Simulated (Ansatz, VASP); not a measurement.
## BeTe in VASP and in Ansatz

```
Be Te
1.0
     0.00000    2.80034    2.80034
     2.80034    0.00000    2.80034
     2.80034    2.80034    0.00000
Be Te
1 1
Direct
  0.00000 0.00000 0.00000
  0.25000 0.25000 0.25000
```

Change from the starting cell: hydrostatic strain -1.0%.

Alike in both runs: task single point; functional HSE06; k mesh 6 × 6 × 6; no spin polarisation.

```csv
,VASP,Ansatz
version,VASP 6.6.1,Ansatz 0.2.0
potentials or method,"VASP PAW PBE potentials, release 64 (Be, Te)","plane waves, PAW"
plane-wave cutoff (eV),520,420
occupations,"gaussian, width 0.01 eV",fixed
valence electrons in the cell,8,18
```

|  | VASP | Ansatz | Ansatz less VASP |
| --- | --- | --- | --- |
| gap on the k mesh at the Fermi level (eV) | 2.59 | 2.62 | +0.024 |
| pressure (GPa) | 0.9 | 1.0 | +0.11 |

VASP's potentials hold 8 valence electrons a cell and Ansatz's 18, so a difference there can come from the potentials and not from the codes. Ansatz's warnings: stress exchange threshold loose, stress scf threshold loose.

Spin-orbit coupling is off throughout.
